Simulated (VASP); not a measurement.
Write the native input for VASP 6.6.1 that does the following.

```
Task                   : single point
Functional             : r2SCAN
Potentials or basis    : VASP PAW PBE potentials, release 64 (C)
Cutoff                 : 520 eV
k mesh                 : 12 × 12 × 12
Occupations            : gaussian, width 0.05 eV
Spin                   : no spin polarisation
Dipole correction      : no
Further INCAR settings : ALGO = Normal; EDIFF = 1e-06; NBANDS = 11
```

The system is C.

```xyz
2
Lattice="0.0000 1.7801 1.8602 1.7801 0.0000 1.8602 1.7801 1.7801 0.0000" Properties=species:S:1:pos:R:3 pbc="T T T"
C     1.7801    1.7801    1.8602
C     2.6702    2.6702    2.7904
```

This cell differs from its parent crystal: strain +0.0450 x Voigt [0, 0, 1, 0, 0, 0].

One way to write it, as run:

POSCAR

```
C
1.0
    0.0000000000      1.7801417077      1.8602480845
    1.7801417077      0.0000000000      1.8602480845
    1.7801417077      1.7801417077      0.0000000000
C
2
Direct
    0.5000000000      0.5000000000      0.5000000000
    0.7500000000      0.7500000000      0.7500000000
```

INCAR.step1

```
SYSTEM = C
  PREC = Accurate
  ENCUT = 520
  ISMEAR = 0
  SIGMA = 0.05
  LREAL = .FALSE.
  LASPH = .TRUE.
  NELM = 100
  NBANDS = 11
  GGA = PE
  ALGO = Normal
  EDIFF = 1E-4
  LWAVE = .TRUE.
  LCHARG = .FALSE.
```

INCAR.step2

```
SYSTEM = C
  PREC = Accurate
  ENCUT = 520
  EDIFF = 1E-6
  ISMEAR = 0
  SIGMA = 0.05
  LREAL = .FALSE.
  LASPH = .TRUE.
  NELM = 100
  ALGO = Normal
  ISIF = 2
  LWAVE = .FALSE.
  LCHARG = .FALSE.
  METAGGA = R2SCAN
  LMIXTAU = .TRUE.
  NBANDS = 11
  ISTART = 1
```

KPOINTS

```
Automatic mesh
0
G
  12 12 12
  0 0 0
```

Potentials or basis: VASP PAW PBE potentials, release 64 (C).

Command:

```console
$ cat potpaw_PBE.64/C/POTCAR > POTCAR
$ cp INCAR.step1 INCAR
$ mpirun -np 1 vasp_std > vasp.out
$ cp INCAR.step2 INCAR
$ mpirun -np 1 vasp_std > vasp.out
```

Results of the run:

```
Pressure               : -17.2 GPa
Band gap on the k mesh : 3.68 eV, indirect (least direct gap 5.32 eV)
```

Caveat: the cell differs from its parent crystal (strain +0.0450 x Voigt [0, 0, 1, 0, 0, 0]); the PAW data sets were made with another functional, which shifts forces and pressure a little.

Run time: 80 s on 1 thread of Intel(R) Xeon(R) Platinum 8259CL CPU @ 2.50GHz (Skylake/Cascade Lake), on a shared host, peak memory 0.13 GiB.
